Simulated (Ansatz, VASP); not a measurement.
**Sb in VASP and in Ansatz**

File INCAR:

```
SYSTEM = Sb
PREC = Accurate
ENCUT = 520
EDIFF = 1E-6
ISMEAR = 0
SIGMA = 0.1
LREAL = .FALSE.
LASPH = .TRUE.
NELM = 80
ALGO = Normal
ISIF = 2
LWAVE = .FALSE.
LCHARG = .FALSE.
GGA = PE
NBANDS = 12
```

File KPOINTS:

```
Automatic mesh
0
G
  14 10 10
  0 0 0
```

POSCAR

```
Sb
1.0
    3.1411988600      0.0000000000     -0.1628020403
    0.0000000000      4.7598366071      0.0000000000
   -0.2688703916      0.0000000000      4.4240505049
Sb
2
Direct
    0.9653613085      0.7500000000      0.7884805533
    0.0346386915      0.2500000000      0.2115194467
```

Input for Ansatz:

```yaml
crystal:
  lattice:
    - [3.14119886, 0.0, -0.1628020403]
    - [0.0, 4.7598366071, 0.0]
    - [-0.2688703916, 0.0, 4.4240505049]
  atoms:
    - { symbol: Sb, position: [0.9653613085, 0.75, 0.7884805533] }
    - { symbol: Sb, position: [0.0346386915, 0.25, 0.2115194467] }
basis:
  ecutwfc: 420
kpoints:
  mp_grid: { grid: [14, 10, 10] }
hamiltonian:
  xc: pbe
scf:
  occupations: { method: gaussian, width: 0.1 }
output:
  forces: true
  stress: true
  eigenvalues: true
  populations: true
```

Alike in both runs: task single point; functional PBE; k mesh 14 × 10 × 10; occupations gaussian, width 0.1 eV; no spin polarisation.

|  | VASP | Ansatz |
| --- | --- | --- |
| version | VASP 6.6.1 | Ansatz 0.2.0 |
| potentials or method | VASP PAW PBE potentials, release 64 (Sb), cutoff 520 eV | scalar-relativistic, plane waves, PAW |
| valence electrons in the cell | 10 | 30 |

```tsv
	VASP	Ansatz	Ansatz less VASP
gap on the k mesh at the Fermi level (eV)	none	none	-
pressure (GPa)	-2.5	-2.4	+0.02
traceless stress, the component that is largest in VASP (GPa)	-2.35	-2.38	-0.033
rms of the force components (eV/Å)	0.060	0.053	-0.0069
```

Atom by atom the forces differ by 0.009 eV/Å (rms over components). A gap of «none» marks a metal or a gap that the smearing closes. With one functional, cell and mesh, what is left measures potentials, basis and numerics. VASP's potentials hold 10 valence electrons a cell and Ansatz's 30, so a difference there can come from the potentials and not from the codes.

Neither program's run includes spin-orbit coupling.
